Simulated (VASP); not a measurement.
## AlN: single point with PBEsol

The system is AlN.

```
CELL_PARAMETERS angstrom
3.10060 0.00000 0.00000
-1.55030 2.68520 0.00000
0.00000 0.00000 4.96135
ATOMIC_POSITIONS crystal
Al 0.33333 0.66667 0.00000
Al 0.66667 0.33333 0.50000
N 0.33333 0.66667 0.38500
N 0.66667 0.33333 0.88500
```

This cell differs from its parent crystal: volume scaled by 0.99.

| Quantity | Value |
| --- | --- |
| Program | VASP 6.6.1 |
| Task | single point |
| Functional | PBEsol |
| Potentials or basis | VASP PAW PBE potentials, release 64 (Al, N) |
| Cutoff | 520 eV |
| k mesh | 10 × 10 × 6 |
| Occupations | fermi-dirac, width 0.03 eV |
| Spin | no spin polarisation |
| Dipole correction | no |
| Further INCAR settings | ALGO = Normal; EDIFF = 1e-07; NBANDS = 16 |

```yaml
Pressure: 2.6 GPa
Largest_force: 0.178 eV/Å
Band_gap_on_the_k_mesh: 4.18 eV, direct
```

Forces in eV/Å, atoms in the order of the input:
```
Al   0.000  0.000  0.178
Al   0.000  0.000  0.178
N    0.000  0.000 -0.178
N    0.000  0.000 -0.178
```

Stress tensor (GPa, compression positive):
```
3.40 0.00 0.00
0.00 3.40 0.00
0.00 0.00 1.14
```

Levels at points of the mesh, in eV from the valence-band top:
```tsv
k point	band 6	band 7	band 8	band 9	band 10	band 11
(0.00, 0.00, 0.00)	-0.30	-0.30	0.00	4.18	6.62	10.58
(0.50, 0.00, 0.00)	-2.20	-1.85	-0.77	5.67	5.68	8.12
(0.00, 0.00, 0.50)	-0.64	-0.64	-0.64	6.45	6.45	10.26
(0.50, 0.00, 0.50)	-1.56	-1.42	-1.42	5.18	5.18	9.13
```

Run time: 30 s on 1 thread of Intel(R) Xeon(R) 6975P-C (Granite Rapids), with other jobs on the host, peak memory 0.16 GiB.

Caveat: the PAW data sets were made with another functional, which shifts forces and pressure a little.
